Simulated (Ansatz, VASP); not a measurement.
**Rb: VASP beside Ansatz**

```
Rb
1.0
     4.75726    0.00000    0.00000
    -2.37863    4.11991    0.00000
     0.00000    0.00000    7.84888
Rb
2
Direct
  0.33333 0.66667 0.25000
  0.66667 0.33333 0.75000
```

Change from the starting cell: volume scaled by 0.84, LAPW.

Alike in both runs: task single point; functional PBE; k mesh 9 × 9 × 5; occupations fermi-dirac, width 0.08 eV; no spin polarisation.

|  | VASP | Ansatz |
| --- | --- | --- |
| version | VASP 6.6.1 | Ansatz 0.2.0 |
| potentials or method | VASP PAW PBE potentials, release 64 (Rb_sv), cutoff 520 eV | all-electron LAPW, scalar-relativistic |

|  | VASP | Ansatz | Ansatz less VASP |
| --- | --- | --- | --- |
| pressure (GPa) | 0.7 | 0.7 | 0.00 |

Ansatz ran all-electron here, and VASP with PAW potentials.
